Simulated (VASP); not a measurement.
Here is a VASP 6.6.1 calculation.

The input INCAR:

```
PREC = Accurate
ENCUT = 910
EDIFF = 1E-6
ISMEAR = -1
SIGMA = 0.02
LREAL = F
LASPH = T
NELM = 120
ALGO = Normal
ISIF = 2
LWAVE = F
LCHARG = F
GGA = CA
NBANDS = 26
GGA_COMPAT = F
```

Contents of KPOINTS:

```
regular mesh
0
Gamma
  12 12 4
```

POSCAR

```
ZnO
1.0
    2.9425379318      0.0000000000      0.0000000000
   -1.4712689659      2.5483126006      0.0000000000
    0.0000000000      0.0000000000      5.0523653687
Zn O
2 2
Direct
    0.0000000000      0.0000000000      0.0000000000
    0.0000000000      0.0000000000      0.5000000000
    0.3333333333      0.6666666667      0.2500000000
    0.6666666667      0.3333333333      0.7500000000
```

Potentials or basis: VASP PAW LDA potentials, release 64 (Zn, O_h).

Command:

```sh
$ cat potpaw_LDA.64/Zn/POTCAR potpaw_LDA.64/O_h/POTCAR > POTCAR
$ mpirun -np 1 vasp_std > vasp.out
```

Task: What does it give for the pressure?

Result: 1.3 GPa.

Task: Estimate the band gap on the k mesh.

Result: 0.92 eV.

Stress tensor (GPa, compression positive):
```
1.21 0.00 0.00
0.00 1.21 0.00
0.00 0.00 1.43
```

Caveat: the cutoff is under 1.25 times the usual one of these potentials, so pressure, stress and relaxed cells hold a basis-set (Pulay) error.
